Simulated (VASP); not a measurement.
# In3Cl (P6_3/mmc) in VASP: single point with PBE

Aim: the single point of In3Cl with PBE.

Program: VASP 6.6.1. These are calculated values, not measurements. Logs are shortened: lines on timing, memory, paths and dates and some standing lists are left out, and cuts for length are marked.

## (1) The cell of the first run

It takes space group P6_3/mmc (No. 194, hexagonal). The conventional cell has a = 6.627 Å, b = 6.627 Å, c = 6.036 Å, α = 90.00°, β = 90.00°, γ = 120.00°. In (site symmetry mm2) has 8 In at 3.31 to 3.57 Å and 4 Cl at 3.31 to 3.57 Å within 4.4 Å. Cl (site symmetry -6m2) has 12 In at 3.31 to 3.57 Å within 4.4 Å.

## (2) Single point, PBE

INCAR reads:

```
ALGO = Normal ; EDIFF = 1E-6
ENCUT = 520 ; GGA = PE
ISIF = 2 ; ISMEAR = 0
LASPH = True ; LCHARG = False
LREAL = False ; LWAVE = False
NBANDS = 56 ; NELM = 100
PREC = Accurate ; SIGMA = 0.1
```

KPOINTS reads:

```
k-points
0
Gamma
  6 6 6
```

POSCAR reads:

```
In3Cl
1.0
    6.6270351617      0.0000000000      0.0000000000
   -3.3135175809      5.7391808018      0.0000000000
    0.0000000000      0.0000000000      6.0363637227
In Cl
6 2
Direct
    0.3331763612      0.1665881806      0.7500000000
    0.8334118194      0.1665881806      0.7500000000
    0.8334118194      0.6668236388      0.7500000000
    0.6668236388      0.8334118194      0.2500000000
    0.1665881806      0.8334118194      0.2500000000
    0.1665881806      0.3331763612      0.2500000000
    0.6666666667      0.3333333333      0.2500000000
    0.3333333333      0.6666666667      0.7500000000
```

Potentials or basis: VASP PAW PBE potentials, release 64 (In_d, Cl).

On the command line:

```bash
> cat potpaw_PBE.64/In_d/POTCAR potpaw_PBE.64/Cl/POTCAR > POTCAR
> mpirun -np 1 vasp_std > vasp.out
```

OUTCAR:

```text
EDIFF = 1E-6
   ENCUT = 520
   GGA = PE
   ISIF = 2
   ISMEAR = 0
   LASPH = True
   LREAL = False
   NELM = 100
   PREC = Accurate

 ion  position               nearest neighbor table
   1  0.333  0.167  0.750-   3 3.31   2 3.31   8 3.31   8 3.31   3 3.32   2 3.32   5 3.57   5 3.57
                             6 3.57   6 3.57
   2  0.833  0.167  0.750-   1 3.31   3 3.31   8 3.31   8 3.31   1 3.32   3 3.32   6 3.57   6 3.57
                             4 3.57   4 3.57
   3  0.833  0.667  0.750-   1 3.31   2 3.31   8 3.31   8 3.31   1 3.32   2 3.32   5 3.57   5 3.57
                             4 3.57   4 3.57
   4  0.667  0.833  0.250-   6 3.31   5 3.31   7 3.31   7 3.31   6 3.32   5 3.32   2 3.57   2 3.57
                             3 3.57   3 3.57
   5  0.167  0.833  0.250-   4 3.31   6 3.31   7 3.31   7 3.31   4 3.32   6 3.32   3 3.57   3 3.57
                             1 3.57   1 3.57
   6  0.167  0.333  0.250-   4 3.31   5 3.31   7 3.31   7 3.31   4 3.32   5 3.32   2 3.57   2 3.57
                             1 3.57   1 3.57
   7  0.667  0.333  0.250-   6 3.31   4 3.31   5 3.31   5 3.31   6 3.31   4 3.31
   8  0.333  0.667  0.750-   3 3.31   1 3.31   2 3.31   2 3.31   3 3.31   1 3.31

  LATTYP: Found a hexagonal cell.
 ALAT       =     6.6270351617
 C/A-ratio  =     0.9108694273

  Lattice vectors:

 A1 = (   6.6270351617,   0.0000000000,   0.0000000000)
 A2 = (  -3.3135175809,   5.7391808018,   0.0000000000)
 A3 = (   0.0000000000,   0.0000000000,   6.0363637227)

Analysis of symmetry for initial positions (statically):
=====================================================================
 Subroutine PRICEL returns:
 Original cell was already a primitive cell.

 Routine SETGRP: Setting up the symmetry group for a
 hexagonal supercell.

 Subroutine GETGRP returns: Found 24 space group operations
 (whereof 12 operations were pure point group operations)
 out of a pool of 24 trial point group operations.

The static configuration has the point symmetry D_3d.
 The point group associated with its full space group is D_6h.

Analysis of symmetry for dynamics (positions and initial velocities):
=====================================================================
 Subroutine PRICEL returns:
 Original cell was already a primitive cell.

 Routine SETGRP: Setting up the symmetry group for a
 hexagonal supercell.

 Subroutine GETGRP returns: Found 24 space group operations
 (whereof 12 operations were pure point group operations)
 out of a pool of 24 trial point group operations.

The dynamic configuration has the point symmetry D_3d.
 The point group associated with its full space group is D_6h.

 Subroutine INISYM returns: Found 24 space group operations
 (whereof 12 operations are pure point group operations),
 and found     1 'primitive' translations

----------------------------------------------------------------------------------------

                                     Primitive cell

  volume of cell :     229.5856

  direct lattice vectors                    reciprocal lattice vectors
     6.627035162  0.000000000  0.000000000     0.150897042  0.087120448  0.000000000
    -3.313517581  5.739180802  0.000000000     0.000000000  0.174240895  0.000000000
     0.000000000  0.000000000  6.036363723     0.000000000  0.000000000  0.165662648

  length of vectors
     6.627035162  6.627035162  6.036363723     0.174240895  0.174240895  0.165662648

  position of ions in fractional coordinates (direct lattice)
     0.333176361  0.166588181  0.750000000
     0.833411819  0.166588181  0.750000000
     0.833411819  0.666823639  0.750000000
     0.666823639  0.833411819  0.250000000
     0.166588181  0.833411819  0.250000000
     0.166588181  0.333176361  0.250000000
     0.666666667  0.333333333  0.250000000
     0.333333333  0.666666667  0.750000000

  ion indices of the primitive-cell ions
   primitive index   ion index
                 1           1
                 2           2
                 3           3
                 4           4
                 5           5
                 6           6
                 7           7
                 8           8

----------------------------------------------------------------------------------------

 KPOINTS: k-points

Automatic generation of k-mesh.
 Grid dimensions read from file:
 generate k-points for:    6    6    6

 Generating k-lattice:

  Cartesian coordinates                     Fractional coordinates (reciprocal lattice)
     0.025149507  0.014520075  0.000000000     0.166666667 -0.000000000  0.000000000
     0.000000000  0.029040149  0.000000000     0.000000000  0.166666667  0.000000000
     0.000000000  0.000000000  0.027610441     0.000000000  0.000000000  0.166666667

  Length of vectors
     0.029040149  0.029040149  0.027610441

  Shift w.r.t. Gamma in fractional coordinates (k-lattice)
     0.000000000  0.000000000  0.000000000

 Subroutine IBZKPT returns following result:
 ===========================================

 Found     28 irreducible k-points:

 Following reciprocal coordinates:
            Coordinates               Weight
  0.000000  0.000000  0.000000      1.000000
  0.166667 -0.000000  0.000000      6.000000
  0.333333 -0.000000  0.000000      6.000000
  0.500000  0.000000  0.000000      3.000000
  0.166667  0.166667  0.000000      6.000000
  0.333333  0.166667  0.000000     12.000000
[... 16 lines left out ...]
  0.166667 -0.000000  0.500000      6.000000
  0.333333 -0.000000  0.500000      6.000000
 [... further k-points ...]
   k-points           NKPTS =     28   k-points in BZ     NKDIM =     28   number of bands    NBANDS=     56
   number of dos      NEDOS =    301   number of ions     NIONS =      8
   total plane-waves  NPLWV = 120000
   dimension x,y,z NGX =    50 NGY =   50 NGZ =   48
   dimension x,y,z NGXF=   100 NGYF=  100 NGZF=   96
   ions per type =               6   2
   NGX,Y,Z   is equivalent  to a cutoff of  12.54, 12.54, 13.22 a.u.
   NGXF,Y,Z  is equivalent  to a cutoff of  25.09, 25.09, 26.44 a.u.
 SYSTEM =  unknown system
   PREC   = accura    normal or accurate (medium, high low for compatibility)
   ISTART =      0    job   : 0-new  1-cont  2-samecut
   ICHARG =      2    charge: 1-file 2-atom 10-const
   ISPIN  =      1    spin polarized calculation?
   LNONCOLLINEAR =      F non collinear calculations
   LSORBIT =      F    spin-orbit coupling
   LASPH  =      T    aspherical Exc in radial PAW
   ENCUT  =  520.0 eV  38.22 Ry    6.18 a.u.  12.32 12.32 11.22*2*pi/ulx,y,z
   NELM   =    100;   NELMIN=  2; NELMDL= -5     # of ELM steps
   EDIFF  = 0.1E-05   stopping-criterion for ELM
   LREAL  =      F    real-space projection
   EDIFFG = 0.1E-04   stopping-criterion for IOM
   NSW    =      0    number of steps for IOM
   IBRION =     -1    ionic relax: 0-MD 1-quasi-New 2-CG
   NFREE  =      0    steps in history (QN), initial steepest desc. (CG)
   ISIF   =      2    stress and relaxation
   ISYM   =      2    0-nonsym 1-usesym 2-fastsym
   POTIM  = 0.5000    time-step for ionic-motion
   TEBEG  =    0.0;   TEEND  =   0.0 temperature during run
   PSTRESS=    0.0 pullay stress
   NELECT =      92.0000    total number of electrons
   NUPDOWN=      -1.0000    fix difference up-down
   EMIN   =  10.00;   EMAX   =-10.00  energy-range for DOS
   EFERMI =   0.00;   METHOD = LEGACY
   ISMEAR =     0;   SIGMA  =   0.10  broadening in eV -4-tet -1-fermi 0-gaus
   EFERMI_NEDOS =   21; number of points for ismear=-14 and -15
   IALGO  =     38    algorithm
   IMIX   =      4    mixing-type and parameters
     AMIX     =   0.40;   BMIX     =  1.00
     AMIX_MAG =   1.60;   BMIX_MAG =  1.00
  volume/ion in A,a.u.               =      28.70       193.66
  Fermi-wavevector in a.u.,A,eV,Ry     =   1.206950  2.280805 19.819989  1.456728
  Thomas-Fermi vector in A             =   2.342602
   LORBIT       =      0    0 simple, 1 ext, 2 COOP (PROOUT), +10 PAW based schemes
   GGA     = PE    functional components
   LHFCALC =     F    Hartree Fock is set to
   AEXX    =    0.0000 exact exchange contribution
   IVDW    =     0    specifies the selected vdW correction
   LEPSILON=     F    determine dielectric tensor
   LRPA    =     F    only Hartree local field effects (RPA)
 non-spin polarized calculation
 Gauss-broadening in eV      SIGMA  =   0.10
  energy-cutoff  :      520.00
  volume of cell :      229.59
 maximum number of plane-waves:      6227
 NGX is ok and might be reduce to    50
   NGX = 25   NGY = 25   NGZ = 23

 number of electron      92.0000036 magnetization

 Free energy of the ion-electron system (eV)
  ---------------------------------------------------
  ext. energy  EPLUGINS =         0.00000000
  ---------------------------------------------------
  free energy    TOTEN  =       -20.84820935 eV

  energy without entropy =      -20.83404968  energy(sigma->0) =      -20.84112951

 E-fermi :   5.6456     XC(G=0):  -9.3731

 val. band max:        5.6083200930   @ k =   0.3333   0.1667   0.3333
 cond. band min:       5.6471756394   @ k =   0.0000   0.0000   0.1667
 fundamental gap:      0.0388555464
 Fermi energy:         5.6455786451

 k-point     1 :       0.0000    0.0000    0.0000
  band No.  band energies     occupation
      1     -10.0425      2.00000
      2     -10.0350      2.00000
      3      -9.2877      2.00000
      4      -9.2851      2.00000
      5      -9.2851      2.00000
      6      -9.2436      2.00000
[... 48 lines left out ...]
     55       8.4887      0.00000
     56      10.7004      0.00000

 k-point     2 :       0.1667   -0.0000    0.0000
  band No.  band energies     occupation
      1     -10.0274      2.00000
      2     -10.0197      2.00000
      3      -9.2828      2.00000
      4      -9.2691      2.00000
      5      -9.2637      2.00000
      6      -9.2366      2.00000
[... 48 lines left out ...]
     55       8.8763      0.00000
     56       9.8590      0.00000

 k-point     3 :       0.3333   -0.0000    0.0000
  band No.  band energies     occupation
      1      -9.9947      2.00000
      2      -9.9881      2.00000
      3      -9.2760      2.00000
      4      -9.2386      2.00000
      5      -9.2194      2.00000
      6      -9.2062      2.00000
[... 1172 lines left out ...]
 k-point    23 :       0.1667   -0.0000    0.5000
  band No.  band energies     occupation
      1     -10.0239      2.00000
      2     -10.0239      2.00000
      3      -9.2648      2.00000
      4      -9.2648      2.00000
      5      -9.2508      2.00000
      6      -9.2508      2.00000
[... 48 lines left out ...]
     55      10.3600      0.00000
     56      10.3600      0.00000

 k-point    24 :       0.3333   -0.0000    0.5000
  band No.  band energies     occupation
      1      -9.9913      2.00000
      2      -9.9913      2.00000
      3      -9.2613      2.00000
      4      -9.2613      2.00000
      5      -9.2140      2.00000
      6      -9.2140      2.00000
[... 48 lines left out ...]
     55       9.3393      0.00000
     56       9.3393      0.00000

 [... further k-points ...]

------------------------ aborting loop because EDIFF is reached ----------------------------------------

  FORCE on cell =-STRESS in cart. coord.  units (eV):
  Direction    XX          YY          ZZ          XY          YZ          ZX
  --------------------------------------------------------------------------------------
  -------------------------------------------------------------------------------------
  Total       -0.0609956     -0.0609956     -0.0525659      0.0000000      0.0000000      0.0000000
  in kB       -0.4256616     -0.4256616     -0.3668344      0.0000000      0.0000000      0.0000000
  external PRESSURE =      -0.4060526 kB  Pullay stress =       0.0000000 kB

 VOLUME and BASIS-vectors are now :
 -----------------------------------------------------------------------------
  energy-cutoff  :      520.00
  volume of cell :      229.59
      direct lattice vectors                 reciprocal lattice vectors
     6.627035162  0.000000000  0.000000000     0.150897042  0.087120448  0.000000000
    -3.313517581  5.739180802  0.000000000     0.000000000  0.174240895  0.000000000
     0.000000000  0.000000000  6.036363723     0.000000000  0.000000000  0.165662648

 POSITION                                       TOTAL-FORCE (eV/Angst)
 -----------------------------------------------------------------------------------
      1.65598      0.95608      4.52727         0.001401      0.000809      0.000000
      4.97106      0.95608      4.52727        -0.001401      0.000809      0.000000
      3.31352      3.82702      4.52727         0.000000     -0.001617     -0.000000
      1.65754      4.78310      1.50909        -0.001401     -0.000809     -0.000000
     -1.65754      4.78310      1.50909         0.001401     -0.000809     -0.000000
     -0.00000      1.91216      1.50909        -0.000000      0.001617      0.000000
      3.31352      1.91306      1.50909         0.000000     -0.000000      0.000000
     -0.00000      3.82612      4.52727         0.000000     -0.000000      0.000000
 -----------------------------------------------------------------------------------
    total drift:                               -0.000000      0.000000     -0.000000

  FREE ENERGIE OF THE ION-ELECTRON SYSTEM (eV)
  ---------------------------------------------------
  free  energy   TOTEN  =       -20.8482093507 eV

  energy  without entropy=      -20.8340496770  energy(sigma->0) =      -20.84112951
```

It took 4.5 min on 1 thread of Intel Xeon Platinum 8488C (Sapphire Rapids), shared host; peak memory 0.48 GiB.

Results:

| Item | Value |
| --- | --- |
| Free energy | -20.8482 eV |
| Pressure | 0.0 GPa |
| Band gap on the k mesh | zero (bands 46 and 47 overlap by 1.50 eV) |

Levels at points of the mesh, in eV from the Fermi level:
| k point | band 42 | band 43 | band 44 | band 45 | band 46 | band 47 | band 48 | band 49 | band 50 | band 51 |
| --- | --- | --- | --- | --- | --- | --- | --- | --- | --- | --- |
| (0.00, 0.00, 0.00) | -3.34 | -2.52 | -1.97 | -1.97 | -1.05 | -0.87 | 0.99 | 0.99 | 1.93 | 1.93 |
| (0.50, 0.00, 0.00) | -2.96 | -2.43 | -1.91 | -1.47 | -0.39 | -0.31 | 0.48 | 0.78 | 1.37 | 2.06 |
| (0.00, 0.00, 0.50) | -3.37 | -3.37 | -3.37 | -1.47 | -1.47 | 0.91 | 0.91 | 0.91 | 0.91 | 1.59 |
| (0.50, 0.00, 0.50) | -2.67 | -2.44 | -2.44 | -1.08 | -1.08 | 1.41 | 1.41 | 1.94 | 1.94 | 2.52 |

Caveat: spin-orbit coupling is left out, which moves the levels of the heavy elements.
